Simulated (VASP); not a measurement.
Here is a VASP 6.6.1 calculation.

Contents of POSCAR:

```
InP
1.0
    0.0000000000      2.5708039839      2.5708039839
    2.5708039839      0.0000000000      2.5708039839
    2.5708039839      2.5708039839      0.0000000000
In P
1 1
Direct
    0.0000000000      0.0000000000      0.0000000000
    0.5000000000      0.5000000000      0.5000000000
```

File INCAR.step1:

```
ALGO = Normal ; EDIFF = 1E-4
ENCUT = 600 ; GGA = PE
ISMEAR = -1 ; LASPH = True
LCHARG = False ; LREAL = False
LWAVE = True ; NELM = 80
PREC = Accurate ; SIGMA = 0.05
```

The input INCAR.step2:

```
ALGO = Normal ; EDIFF = 1E-6
EDIFFG = -0.005 ; ENCUT = 600
IBRION = 2 ; ISIF = 3
ISMEAR = -1 ; ISTART = 1
LASPH = True ; LCHARG = False
LMIXTAU = True ; LREAL = False
LWAVE = False ; METAGGA = R2SCAN
NELM = 80 ; NSW = 60
PREC = Accurate ; SIGMA = 0.05
```

KPOINTS

```
k-points
0
Gamma
  14 14 14
```

Potentials or basis: VASP PAW PBE potentials, release 64 (In_d, P).

Command:

```bash
$ cat potpaw_PBE.64/In_d/POTCAR potpaw_PBE.64/P/POTCAR > POTCAR
$ cp INCAR.step1 INCAR
$ mpirun -np 1 vasp_std > vasp.out
$ cp INCAR.step2 INCAR
$ mpirun -np 1 vasp_std > vasp.out
```

Problem. Estimate the space group after relaxing (to 0.1 Å).

Solution. Fm-3m (No. 225).

Problem. Estimate the relaxed cell.

Solution. a = 3.887 Å, b = 3.887 Å, c = 3.887 Å, α = 60.00°, β = 60.00°, γ = 60.00°.

Problem. Predict the relaxed volume.

Solution. 20.76 Å³/atom.

Final structure:
```
In P
1.0
     0.00000    2.74819    2.74819
     2.74819    0.00000    2.74819
     2.74819    2.74819    0.00000
In P
1 1
Direct
  0.00000 0.00000 0.00000
  0.50000 0.50000 0.50000
```

Caveat: the volume moved by over 15 % at a fixed basis, so the end points are rough; the PAW data sets were made with another functional, which shifts forces and pressure a little.
